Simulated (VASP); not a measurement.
Here is a VASP 6.6.1 calculation.

Contents of INCAR:

```
SYSTEM = Mg
PREC = Accurate
ENCUT = 520
EDIFF = 1E-6
ISMEAR = -1
SIGMA = 0.03
LREAL = .FALSE.
LASPH = .TRUE.
NELM = 100
ALGO = Normal
ISIF = 2
LWAVE = .FALSE.
LCHARG = .FALSE.
GGA = CA
NBANDS = 7
```

The input KPOINTS:

```
Automatic mesh
0
G
  16 16 16
  0 0 0
```

The input POSCAR:

```
Mg
1.0
    0.0000000000      2.2737890710      2.2737890710
    2.2737890710      0.0000000000      2.2737890710
    2.2737890710      2.2737890710      0.0000000000
Mg
1
Direct
    0.0000000000      0.0000000000      0.0000000000
```

Potentials or basis: VASP PAW LDA potentials, release 64 (Mg).

Launch:

```sh
$ cat potpaw_LDA.64/Mg/POTCAR > POTCAR
$ mpirun -np 1 vasp_std > vasp.out
```

(1) Predict the pressure.

(2) Estimate the band gap on the k mesh.

Results:

(1) -2.9 GPa.

(2) zero (bands 1 and 2 overlap by 2.76 eV).
